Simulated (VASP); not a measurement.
Crystal: PtS2.

```xyz
3
Lattice="3.4953 0.0000 0.0000 -1.7477 3.0270 0.0000 0.0000 0.0000 4.9707" Properties=species:S:1:pos:R:3 pbc="T T T"
Pt    0.0000    0.0000    0.0000
S     1.7477    1.0090    3.8424
S     0.0000    2.0180    1.1283
```

Base run:

```yaml
Program: VASP 6.6.1
Functional: r2SCAN
Potentials_or_basis: VASP PAW PBE potentials, release 64 (Pt, S)
Cutoff: 520 eV
k_mesh: 9 × 9 × 5
Occupations: fermi-dirac, width 0.05 eV
Spin: no spin polarisation
```

Its results: band gap on the k mesh 1.24 eV (least direct gap 1.30 eV); pressure 17.2 GPa; largest force 1.892 eV/Å.

**Question.** The run is repeated on the same cell with these changes: functional from r2SCAN to LDA; potentials or basis from VASP PAW PBE potentials, release 64 (Pt, S) to VASP PAW LDA potentials, release 64 (Pt, S). What comes out?

**Answer.** Band gap on the k mesh 0.95 eV (least direct gap 1.01 eV); pressure 10.9 GPa; largest force 1.467 eV/Å.

Caveats: the cell stands under pressure; spin-orbit coupling is left out, which moves the levels of the heavy elements; an odd mesh through Γ misses points on the zone boundary, where band edges can lie; the PAW data sets were made with another functional, which shifts forces and pressure a little (at least some runs); forces of over 1 eV/Å act on the atoms, so gaps and moduli don't describe the material at rest (at least some runs).
